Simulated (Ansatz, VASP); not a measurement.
**BN: VASP beside Ansatz**

INCAR

```
SYSTEM = BN
  PREC = Accurate
  ENCUT = 520
  EDIFF = 1E-7
  ISMEAR = 0
  SIGMA = 0.05
  LREAL = .FALSE.
  LASPH = .TRUE.
  NELM = 60
  ALGO = Normal
  ISIF = 2
  LWAVE = .FALSE.
  LCHARG = .FALSE.
  GGA = PE
  NBANDS = 11
```

KPOINTS

```
Automatic mesh
0
G
  14 14 14
  0 0 0
```

The input POSCAR:

```
BN
1.0
    0.0000000000      1.8130010000      1.8130010000
    1.8130010000      0.0000000000      1.8130010000
    1.8130010000      1.8130010000      0.0000000000
B N
1 1
Direct
    0.0000000000      0.0000000000      0.0000000000
    0.7500000000      0.7500000000      0.7500000000
```

Input for Ansatz:

```yaml
crystal:
  lattice:
    - [0.0, 1.813001, 1.813001]
    - [1.813001, 0.0, 1.813001]
    - [1.813001, 1.813001, 0.0]
  atoms:
    - { symbol: B, position: [0.0, 0.0, 0.0] }
    - { symbol: "N", position: [0.75, 0.75, 0.75] }
basis:
  ecutwfc: 420
  fft_grid_basis: typed
kpoints:
  mp_grid: { grid: [14, 14, 14] }
hamiltonian:
  xc: pbe
scf:
  occupations: { method: gaussian, width: 0.05 }
output:
  forces: true
  stress: true
  eigenvalues: true
  bader: true
  write_density: true
  volumetric_format: npy
  elf: true
```

Alike in both runs: task single point; functional PBE; k mesh 14 × 14 × 14; occupations gaussian, width 0.05 eV; no spin polarisation.

|  | VASP | Ansatz |
| --- | --- | --- |
| version | VASP 6.6.1 | Ansatz 0.2.0 |
| potentials or method | VASP PAW PBE potentials, release 64 (B, N), cutoff 520 eV | scalar-relativistic, plane waves, PAW |
| valence electrons in the cell | 8 | 8 |

Ansatz gave:

```
gap on the k mesh at the Fermi level (eV) : 4.46
pressure (GPa)                            : -0.4
```

Q: Estimate VASP's values.

A: gap on the k mesh at the Fermi level (eV): 4.45; pressure (GPa): -0.2.

The functional is the same, so the differences come from potentials, cutoffs and numerics.
